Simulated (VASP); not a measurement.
# PtSe2 (P-3m1) in VASP: notebook, part 2 of 2

VASP 6.6.1. Earlier steps stand in the parts before.

## 4. Single point, PBE

Contents of INCAR:

```
SYSTEM = PtSe2
PREC     = Accurate       ! precision mode
ENCUT    = 500            ! plane-wave cutoff, eV
EDIFF    = 1E-6           ! SCF threshold, eV
ISMEAR   = 1              ! smearing method
SIGMA    = 0.1            ! smearing width, eV
LREAL    = .FALSE.        ! projectors in reciprocal space
LASPH    = .TRUE.         ! aspherical terms in the spheres
NELM     = 120            ! most SCF steps
ALGO     = Normal         ! electronic algorithm
ISIF     = 2              ! what is computed and relaxed
LWAVE    = .FALSE.        ! write WAVECAR
LCHARG   = .FALSE.        ! write CHGCAR
GGA      = PE             ! functional
NBANDS   = 18             ! bands
GGA_COMPAT= .FALSE.
```

Contents of KPOINTS:

```
Automatic mesh
0
G
  9 9 6
  0 0 0
```

Contents of POSCAR:

```
PtSe2
1.0
    3.7240000000      0.0000000000      0.0000000000
   -1.8620000000      3.2250786037      0.0000000000
    0.0000000000      0.0000000000      5.0620000000
Pt Se
1 2
Direct
    0.0000000000      0.0000000000      0.0000000000
    0.3333333333      0.6666666667      0.2500000000
    0.6666666667      0.3333333333      0.7500000000
```

Potentials or basis: VASP PAW PBE potentials, release 64 (Pt, Se).

Launch:

```sh
> cat potpaw_PBE.64/Pt/POTCAR potpaw_PBE.64/Se/POTCAR > POTCAR
> mpirun -np 1 vasp_std > vasp.out
```

OUTCAR:

```text
SYSTEM = PtSe2
   PREC = Accurate
   ENCUT = 500
   EDIFF = 1E-6
   ISMEAR = 1
   LREAL = .FALSE.
   LASPH = .TRUE.
   NELM = 120
   ISIF = 2
   GGA = PE

 ion  position               nearest neighbor table
   1  0.000  0.000  0.000-   2 2.49   3 2.49   3 2.49   2 2.49   3 2.49   2 2.49
   2  0.333  0.667  0.250-   1 2.49   1 2.49   1 2.49
   3  0.667  0.333  0.750-   1 2.49   1 2.49   1 2.49

  LATTYP: Found a hexagonal cell.
 ALAT       =     3.7240000000
 C/A-ratio  =     1.3592910849

  Lattice vectors:

 A1 = (   3.7240000000,   0.0000000000,   0.0000000000)
 A2 = (  -1.8620000000,   3.2250786037,   0.0000000000)
 A3 = (   0.0000000000,   0.0000000000,   5.0620000000)

Analysis of symmetry for initial positions (statically):
=====================================================================
 Subroutine PRICEL returns:
 Original cell was already a primitive cell.

 Routine SETGRP: Setting up the symmetry group for a
 hexagonal supercell.

 Subroutine GETGRP returns: Found 12 space group operations
 (whereof 12 operations were pure point group operations)
 out of a pool of 24 trial point group operations.

The static configuration has the point symmetry D_3d.

Analysis of symmetry for dynamics (positions and initial velocities):
=====================================================================
 Subroutine PRICEL returns:
 Original cell was already a primitive cell.

 Routine SETGRP: Setting up the symmetry group for a
 hexagonal supercell.

 Subroutine GETGRP returns: Found 12 space group operations
 (whereof 12 operations were pure point group operations)
 out of a pool of 24 trial point group operations.

The dynamic configuration has the point symmetry D_3d.

 Subroutine INISYM returns: Found 12 space group operations
 (whereof 12 operations are pure point group operations),
 and found     1 'primitive' translations

----------------------------------------------------------------------------------------

                                     Primitive cell

  volume of cell :      60.7956

  direct lattice vectors                    reciprocal lattice vectors
     3.724000000  0.000000000  0.000000000     0.268528464  0.155034981  0.000000000
    -1.862000000  3.225078604  0.000000000     0.000000000  0.310069962  0.000000000
     0.000000000  0.000000000  5.062000000     0.000000000  0.000000000  0.197550375

  length of vectors
     3.724000000  3.724000000  5.062000000     0.310069962  0.310069962  0.197550375

  position of ions in fractional coordinates (direct lattice)
     0.000000000  0.000000000  0.000000000
     0.333333333  0.666666667  0.250000000
     0.666666667  0.333333333  0.750000000

  ion indices of the primitive-cell ions
   primitive index   ion index
                 1           1
                 2           2
                 3           3

----------------------------------------------------------------------------------------

 KPOINTS: Automatic mesh

Automatic generation of k-mesh.
 Grid dimensions read from file:
 generate k-points for:    9    9    6

 Generating k-lattice:

  Cartesian coordinates                     Fractional coordinates (reciprocal lattice)
     0.029836496  0.017226109  0.000000000     0.111111111  0.000000000  0.000000000
     0.000000000  0.034452218  0.000000000     0.000000000  0.111111111  0.000000000
     0.000000000  0.000000000  0.032925063     0.000000000  0.000000000  0.166666667

  Length of vectors
     0.034452218  0.034452218  0.032925063

  Shift w.r.t. Gamma in fractional coordinates (k-lattice)
     0.000000000  0.000000000  0.000000000

 Subroutine IBZKPT returns following result:
 ===========================================

 Found     62 irreducible k-points:

 Following reciprocal coordinates:
            Coordinates               Weight
  0.000000  0.000000  0.000000      1.000000
  0.111111 -0.000000  0.000000      6.000000
  0.222222 -0.000000  0.000000      6.000000
  0.333333 -0.000000  0.000000      6.000000
  0.444444 -0.000000  0.000000      6.000000
  0.111111  0.111111  0.000000      6.000000
[... 16 lines left out ...]
  0.222222  0.111111  0.166667     12.000000
 -0.111111  0.333333  0.166667     12.000000
 [... further k-points ...]
   k-points           NKPTS =     62   k-points in BZ     NKDIM =     62   number of bands    NBANDS=     18
   number of dos      NEDOS =    301   number of ions     NIONS =      3
   total plane-waves  NPLWV =  31360
   dimension x,y,z NGX =    28 NGY =   28 NGZ =   40
   dimension x,y,z NGXF=    56 NGYF=   56 NGZF=   80
   ions per type =               1   2
   NGX,Y,Z   is equivalent  to a cutoff of  12.50, 12.50, 13.14 a.u.
   NGXF,Y,Z  is equivalent  to a cutoff of  25.00, 25.00, 26.27 a.u.
 SYSTEM =  PtSe2
   PREC   = accura    normal or accurate (medium, high low for compatibility)
   ISTART =      0    job   : 0-new  1-cont  2-samecut
   ICHARG =      2    charge: 1-file 2-atom 10-const
   ISPIN  =      1    spin polarized calculation?
   LNONCOLLINEAR =      F non collinear calculations
   LSORBIT =      F    spin-orbit coupling
   LASPH  =      T    aspherical Exc in radial PAW
   ENCUT  =  500.0 eV  36.75 Ry    6.06 a.u.   6.79  6.79  9.23*2*pi/ulx,y,z
   NELM   =    120;   NELMIN=  2; NELMDL= -5     # of ELM steps
   EDIFF  = 0.1E-05   stopping-criterion for ELM
   LREAL  =      F    real-space projection
   EDIFFG = 0.1E-04   stopping-criterion for IOM
   NSW    =      0    number of steps for IOM
   IBRION =     -1    ionic relax: 0-MD 1-quasi-New 2-CG
   NFREE  =      0    steps in history (QN), initial steepest desc. (CG)
   ISIF   =      2    stress and relaxation
   ISYM   =      2    0-nonsym 1-usesym 2-fastsym
   POTIM  = 0.5000    time-step for ionic-motion
   TEBEG  =    0.0;   TEEND  =   0.0 temperature during run
   PSTRESS=    0.0 pullay stress
   NELECT =      22.0000    total number of electrons
   NUPDOWN=      -1.0000    fix difference up-down
   EMIN   =  10.00;   EMAX   =-10.00  energy-range for DOS
   EFERMI =   0.00;   METHOD = LEGACY
   ISMEAR =     1;   SIGMA  =   0.10  broadening in eV -4-tet -1-fermi 0-gaus
   EFERMI_NEDOS =   21; number of points for ismear=-14 and -15
   IALGO  =     38    algorithm
   IMIX   =      4    mixing-type and parameters
     AMIX     =   0.40;   BMIX     =  1.00
     AMIX_MAG =   1.60;   BMIX_MAG =  1.00
  volume/ion in A,a.u.               =      20.27       136.76
  Fermi-wavevector in a.u.,A,eV,Ry     =   1.166608  2.204570 18.517184  1.360975
  Thomas-Fermi vector in A             =   2.303119
   LORBIT       =      0    0 simple, 1 ext, 2 COOP (PROOUT), +10 PAW based schemes
   GGA     = PE    functional components
   LHFCALC =     F    Hartree Fock is set to
   AEXX    =    0.0000 exact exchange contribution
   IVDW    =     0    specifies the selected vdW correction
   LEPSILON=     F    determine dielectric tensor
   LRPA    =     F    only Hartree local field effects (RPA)
 non-spin polarized calculation
 Methfessel and Paxton  Order N= 1 SIGMA  =   0.10
  energy-cutoff  :      500.00
  volume of cell :       60.80
 maximum number of plane-waves:      1563
   NGX = 13   NGY = 13   NGZ = 19

 number of electron      21.9999999 magnetization

 Free energy of the ion-electron system (eV)
  ---------------------------------------------------
  ext. energy  EPLUGINS =         0.00000000
  ---------------------------------------------------
  free energy    TOTEN  =       -14.18496331 eV

  energy without entropy =      -14.18528149  energy(sigma->0) =      -14.18506937

 E-fermi :   6.6122     XC(G=0): -10.6325

 val. band max:        6.6120555279   @ k =   0.0000   0.3333   0.3333
 cond. band min:       6.6419342878   @ k =   0.0000   0.1111   0.1667
 fundamental gap:      0.0298787599
 Fermi energy:         6.6121704406

 k-point     1 :       0.0000    0.0000    0.0000
  band No.  band energies     occupation
      1      -9.1787      2.00000
      2      -6.3544      2.00000
      3      -0.6635      2.00000
      4       0.0405      2.00000
      5       0.0405      2.00000
      6       2.4996      2.00000
[... 10 lines left out ...]
     17      13.8140      0.00000
     18      18.3486      0.00000
[... 463 lines left out ...]
 k-point    24 :      -0.1111    0.3333    0.1667
  band No.  band energies     occupation
      1      -8.2343      2.00000
      2      -6.7940      2.00000
      3      -0.1534      2.00000
      4       0.3831      2.00000
      5       0.8399      2.00000
      6       1.2527      2.00000
[... 10 lines left out ...]
     17      14.3633      0.00000
     18      16.1437      0.00000

 [... further k-points ...]
[... 5 lines left out ...]
  --------------------------------------------------------------------------------------
  -------------------------------------------------------------------------------------
  Total        3.0156525      3.0156525      2.2926168     -0.0000000      0.0000000      0.0000000
  in kB       79.4730276     79.4730276     60.4185000     -0.0000000      0.0000000      0.0000000
  external PRESSURE =      73.1215184 kB  Pullay stress =       0.0000000 kB

 VOLUME and BASIS-vectors are now :
 -----------------------------------------------------------------------------
  energy-cutoff  :      500.00
  volume of cell :       60.80
      direct lattice vectors                 reciprocal lattice vectors
     3.724000000  0.000000000  0.000000000     0.268528464  0.155034981  0.000000000
    -1.862000000  3.225078604  0.000000000     0.000000000  0.310069962  0.000000000
     0.000000000  0.000000000  5.062000000     0.000000000  0.000000000  0.197550375

 POSITION                                       TOTAL-FORCE (eV/Angst)
 -----------------------------------------------------------------------------------
      0.00000      0.00000      0.00000         0.000000      0.000000      0.000000
     -0.00000      2.15005      1.26550         0.000000      0.000000      0.580934
      1.86200      1.07503      3.79650        -0.000000     -0.000000     -0.580934
 -----------------------------------------------------------------------------------
    total drift:                               -0.000000     -0.000000     -0.000000

  FREE ENERGIE OF THE ION-ELECTRON SYSTEM (eV)
  ---------------------------------------------------
  free  energy   TOTEN  =       -14.1849633093 eV

  energy  without entropy=      -14.1852814920  energy(sigma->0) =      -14.18506937
```

Run time: 60 s. Hardware: 1 thread of AMD EPYC 7R43 (Zen 3), shared host; peak memory 0.18 GiB.

Results:

| Quantity | Value |
| --- | --- |
| Free energy | -14.1850 eV |
| Pressure | 7.3 GPa |
| Largest force | 0.581 eV/Å |
| Band gap on the k mesh | zero (bands 11 and 12 overlap by 0.39 eV) |

Forces on the atoms (eV/Å):
```
Pt   0.000  0.000  0.000
Se   0.000  0.000  0.581
Se   0.000  0.000 -0.581
```

Stress tensor (GPa, compression positive):
```
7.95 0.00 0.00
0.00 7.95 0.00
0.00 0.00 6.04
```

Levels at points of the mesh, in eV from the Fermi level:
```csv
k point,band 7,band 8,band 9,band 10,band 11,band 12,band 13,band 14,band 15,band 16
"(0.00, 0.00, 0.00)",-4.11,-2.67,-1.15,-1.15,0.33,1.39,1.39,3.54,4.14,7.20
"(0.00, 0.00, 0.50)",-4.14,-3.03,-1.79,-1.58,-1.58,2.23,2.23,4.73,6.25,6.68
```

Caveat: the cell stands under pressure; spin-orbit coupling is left out, which moves the levels of the heavy elements.

## 5. Single point, PBE

Contents of INCAR:

```
PREC = Accurate
ENCUT = 500
EDIFF = 1E-6
ISMEAR = 1
SIGMA = 0.05
LREAL = F
LASPH = T
NELM = 120
ALGO = Normal
ISIF = 2
LWAVE = F
LCHARG = F
GGA = PE
NBANDS = 18
GGA_COMPAT = F
```

Contents of KPOINTS:

```
Automatic mesh
0
Gamma
  9 9 6
```

POSCAR is that of step 4.

Launch:

```sh
> cat potpaw_PBE.64/Pt/POTCAR potpaw_PBE.64/Se/POTCAR > POTCAR
> mpirun -np 1 vasp_std > vasp.out
```

It took 60 s on 1 thread of AMD EPYC 7R43 (Zen 3), shared host; peak memory 0.18 GiB.

The run converged. Its results:

```
Free energy            : -14.1852 eV
Pressure               : 7.3 GPa
Largest force          : 0.589 eV/Å
Band gap on the k mesh : zero (bands 11 and 12 overlap by 0.38 eV)
```

Forces on the atoms (eV/Å):
```
Pt   0.000  0.000  0.000
Se   0.000  0.000  0.589
Se   0.000  0.000 -0.589
```

Stress tensor (GPa, compression positive):
```
7.94 0.00 0.00
0.00 7.94 0.00
0.00 0.00 6.02
```

Levels at points of the mesh, in eV from the Fermi level:
```csv
k point,band 8,band 9,band 10,band 11,band 12,band 13,band 14,band 15
"(0.00, 0.00, 0.00)",-2.66,-1.15,-1.15,0.33,1.39,1.39,3.54,4.14
"(0.00, 0.00, 0.50)",-3.03,-1.79,-1.58,-1.58,2.23,2.23,4.73,6.26
```

Caveat: the cell stands under pressure; spin-orbit coupling is left out, which moves the levels of the heavy elements.

## 6. Single point, PBE

Contents of INCAR:

```
SYSTEM = PtSe2
  ALGO = Normal
  EDIFF = 1E-6
  ENCUT = 500
  GGA = PE
  GGA_COMPAT = .False.
  ISIF = 2
  ISMEAR = 1
  LASPH = .True.
  LCHARG = .False.
  LREAL = .False.
  LWAVE = .False.
  NBANDS = 18
  NELM = 120
  PREC = Accurate
  SIGMA = 0.025
```

Contents of KPOINTS:

```
k-points
0
Gamma
  9 9 6
  0 0 0
```

POSCAR is that of step 5.

Potentials or basis: VASP PAW PBE potentials, release 64 (Pt, Se).

Launch:

```sh
> cat potpaw_PBE.64/Pt/POTCAR potpaw_PBE.64/Se/POTCAR > POTCAR
> mpirun -np 1 vasp_std > vasp.out
```

Run time: 62 s. Hardware: 1 thread of AMD EPYC 7R43 (Zen 3), shared host; peak memory 0.18 GiB.

It converged, with:

```yaml
Free_energy: -14.1852 eV
Pressure: 7.3 GPa
Largest_force: 0.592 eV/Å
Band_gap_on_the_k_mesh: zero (bands 11 and 12 overlap by 0.38 eV)
```

Forces in eV/Å, atoms in the order of the input:
```
Pt   0.000  0.000  0.000
Se   0.000  0.000  0.592
Se   0.000  0.000 -0.592
```

Stress tensor (GPa, compression positive):
```
7.95 0.00 0.00
0.00 7.95 0.00
0.00 0.00 6.00
```

Levels at points of the mesh, in eV from the Fermi level:
```tsv
k point	band 7	band 8	band 9	band 10	band 11	band 12	band 13	band 14	band 15	band 16
(0.00, 0.00, 0.00)	-4.11	-2.67	-1.15	-1.15	0.33	1.39	1.39	3.53	4.14	7.20
(0.00, 0.00, 0.50)	-4.14	-3.03	-1.79	-1.58	-1.58	2.23	2.23	4.73	6.25	6.68
```

Caveat: the cell stands under pressure; spin-orbit coupling is left out, which moves the levels of the heavy elements.

## 7. The runs side by side

```csv
smearing,gap on the mesh (eV),pressure (GPa),largest force (eV/Å)
methfessel-paxton 0.25 eV,none,7.3,0.58
methfessel-paxton 0.15 eV,none,7.3,0.58
methfessel-paxton 0.1 eV,none,7.3,0.58
methfessel-paxton 0.05 eV,none,7.3,0.59
methfessel-paxton 0.025 eV,none,7.3,0.59
```

Alike in all rows: task single point; level PBE; potentials or basis VASP PAW PBE potentials, release 64 (Pt, Se); no spin polarisation; cell as given; k mesh 9 × 9 × 6; cutoff (eV) 500.

Caveats: the cell stands under pressure; spin-orbit coupling is left out, which moves the levels of the heavy elements.

Total energies depend on the potentials used, so only differences within one code and one set of settings carry meaning.
